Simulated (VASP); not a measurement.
Wanted: the native input for a VASP 6.6.1 run.

| Property | Result |
| --- | --- |
| Task | single point |
| Functional | r2SCAN |
| Potentials or basis | VASP PAW PBE potentials, release 64 (Si, N) |
| Cutoff | 520 eV |
| k mesh | 6 × 6 × 8 |
| Occupations | gaussian, width 0.01 eV |
| Spin | no spin polarisation |
| Dipole correction | no |
| Further INCAR settings | ALGO = Normal; EDIFF = 1e-06; NBANDS = 45 |

Si3N4:

```xyz
14
Lattice="7.6057 0.0000 0.0000 -3.8028 6.5867 0.0000 0.0000 0.0000 2.8766" Properties=species:S:1:pos:R:3 pbc="T T T"
Si   -1.3779    5.4321    2.1574
Si    2.2123    1.5228    0.7191
Si    4.0154    3.9094    0.7191
Si   -0.2126    2.6773    2.1574
Si    1.5905    5.0639    2.1574
Si    5.1807    1.1546    0.7191
N     0.0000    4.3911    2.1574
N     3.8028    2.1956    0.7191
N     4.8290    4.4116    2.1574
N    -1.4060    6.3879    0.7191
N     2.4322    4.6104    0.7191
N     1.3706    1.9763    2.1574
N    -1.0262    2.1751    0.7191
N     5.2089    0.1988    2.1574
```

This cell differs from its parent crystal: uniaxial z strain -1.0%.

These files were run (other wordings do the same):

POSCAR

```
Si3N4
1.0
    7.6056640558      0.0000000000      0.0000000000
   -3.8028320279      6.5866982850      0.0000000000
    0.0000000000      0.0000000000      2.8765900017
Si N
6 8
Direct
    0.2311875006      0.8247136468      0.7500000000
    0.4064738538      0.2311875006      0.2500000000
    0.8247136468      0.5935261462      0.2500000000
    0.1752863532      0.4064738538      0.7500000000
    0.5935261462      0.7688124994      0.7500000000
    0.7688124994      0.1752863532      0.2500000000
    0.3333333333      0.6666666667      0.7500000000
    0.6666666667      0.3333333333      0.2500000000
    0.9698141596      0.6697726020      0.7500000000
    0.3000415576      0.9698141596      0.2500000000
    0.6697726020      0.6999584424      0.2500000000
    0.3302273980      0.3000415576      0.7500000000
    0.0301858404      0.3302273980      0.2500000000
    0.6999584424      0.0301858404      0.7500000000
```

INCAR.step1

```
SYSTEM = Si3N4
ALGO     = Normal         ! electronic algorithm
EDIFF    = 1E-4           ! SCF threshold, eV
ENCUT    = 520            ! plane-wave cutoff, eV
GGA      = PE             ! functional
ISMEAR   = 0              ! smearing method
LASPH    = .TRUE.         ! aspherical terms in the spheres
LCHARG   = .FALSE.        ! write CHGCAR
LREAL    = .FALSE.        ! projectors in reciprocal space
LWAVE    = .TRUE.         ! write WAVECAR
NBANDS   = 45             ! bands
NELM     = 60             ! most SCF steps
PREC     = Accurate       ! precision mode
SIGMA    = 0.01           ! smearing width, eV
```

INCAR.step2

```
SYSTEM = Si3N4
ALGO     = Normal         ! electronic algorithm
EDIFF    = 1E-6           ! SCF threshold, eV
ENCUT    = 520            ! plane-wave cutoff, eV
ISIF     = 2              ! what is computed and relaxed
ISMEAR   = 0              ! smearing method
ISTART   = 1            
LASPH    = .TRUE.         ! aspherical terms in the spheres
LCHARG   = .FALSE.        ! write CHGCAR
LMIXTAU  = .TRUE.       
LREAL    = .FALSE.        ! projectors in reciprocal space
LWAVE    = .FALSE.        ! write WAVECAR
METAGGA  = R2SCAN         ! meta-GGA
NBANDS   = 45             ! bands
NELM     = 60             ! most SCF steps
PREC     = Accurate       ! precision mode
SIGMA    = 0.01           ! smearing width, eV
```

KPOINTS

```
k-points
0
G
  6 6 8
  0 0 0
```

Potentials or basis: VASP PAW PBE potentials, release 64 (Si, N).

The run is started by

```console
$ cat potpaw_PBE.64/Si/POTCAR potpaw_PBE.64/N/POTCAR > POTCAR
$ cp INCAR.step1 INCAR
$ mpirun -np 1 vasp_std > vasp.out
$ cp INCAR.step2 INCAR
$ mpirun -np 1 vasp_std > vasp.out
```

It gave:

```json
{"Pressure": "2.6 GPa", "Band gap on the k mesh": "5.21 eV (least direct gap 5.34 eV)"}
```

Caveat: the cell differs from its parent crystal (uniaxial z strain -1.0%); the PAW data sets were made with another functional, which shifts forces and pressure a little.

It took 21 min on 1 thread of Oxide Virtual Turin-like Processor, on a shared host, peak memory 0.38 GiB.
